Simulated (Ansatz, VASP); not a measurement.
# One calculation of In2GaAs3, two programs

File INCAR:

```
SYSTEM = In2GaAs3
PREC     = Accurate       ! precision mode
ENCUT    = 600            ! plane-wave cutoff, eV
EDIFF    = 1E-6           ! SCF threshold, eV
ISMEAR   = 0              ! smearing method
SIGMA    = 0.1            ! smearing width, eV
LREAL    = .False.        ! projectors in reciprocal space
LASPH    = .True.         ! aspherical terms in the spheres
NELM     = 100            ! most SCF steps
ALGO     = Normal         ! electronic algorithm
ISIF     = 3              ! what is computed and relaxed
LWAVE    = .False.        ! write WAVECAR
LCHARG   = .False.        ! write CHGCAR
GGA      = PS             ! functional
IBRION   = 2              ! ionic algorithm
NSW      = 80             ! ionic steps
EDIFFG   = -0.01          ! ionic threshold
```

Contents of KPOINTS:

```
Automatic mesh
0
Gamma
  1 1 1
  0 0 0
```

File POSCAR:

```
In2GaAs3
1.0
   -2.1401840000      2.1401840000      9.0600640000
    2.1401840000     -2.1401840000      9.0600640000
    2.1401840000      2.1401840000     -9.0600640000
In Ga As
2 1 3
Direct
    0.3367560000      0.3367560000      0.0000000000
    0.6632440000      0.6632440000      0.0000000000
    0.0000000000      0.0000000000      0.0000000000
    0.2500000000      0.7500000000      0.5000000000
    0.5754750000      0.0754750000      0.5000000000
    0.9245250000      0.4245250000      0.5000000000
```

Input for Ansatz:

```yaml
crystal:
  lattice:
    - [-2.140184, 2.140184, 9.060064]
    - [2.140184, -2.140184, 9.060064]
    - [2.140184, 2.140184, -9.060064]
  atoms:
    - { symbol: In, position: [0.336756, 0.336756, 0.0] }
    - { symbol: In, position: [0.663244, 0.663244, 0.0] }
    - { symbol: Ga, position: [0.0, 0.0, 0.0] }
    - { symbol: As, position: [0.25, 0.75, 0.5] }
    - { symbol: As, position: [0.575475, 0.075475, 0.5] }
    - { symbol: As, position: [0.924525, 0.424525, 0.5] }
basis:
  ecutwfc: 420
kpoints:
  mp_grid: { grid: [1, 1, 1] }
hamiltonian:
  xc: pbesol
scf:
  occupations: { method: gaussian, width: 0.1 }
output:
  forces: true
  stress: true
  eigenvalues: true
relax:
  adjacent_minimum: "off"
  f_tol: 0.01
  max_steps: 60
  cell: { stress_tol: 0.05 }
```

Alike in both runs: task relaxation of cell and atoms; functional PBEsol; k mesh 1 × 1 × 1; occupations gaussian, width 0.1 eV; no spin polarisation.

|  | VASP | Ansatz |
| --- | --- | --- |
| version | VASP 6.6.1 | Ansatz 0.2.0 |
| potentials or method | VASP PAW PBE potentials, release 64 (In_d, Ga_d, As), cutoff 600 eV | scalar-relativistic, plane waves, PAW |
| valence electrons in the cell | 54 | 84 |

```csv
,VASP,Ansatz,Ansatz less VASP
relaxed volume (Å³/atom),21.29,21.26,-0.035
relaxed cell length with the largest relative difference (Å),5.873,5.867,-0.0065
```

VASP's potentials were made for PBE, not for PBEsol. VASP's potentials hold 54 valence electrons a cell and Ansatz's 84, so a difference there can come from the potentials and not from the codes.

The k mesh is coarse, so the values compare programs but aren't converged. Noted on VASP's run: the volume moved by over 15 % at a fixed basis, so the end points are rough.
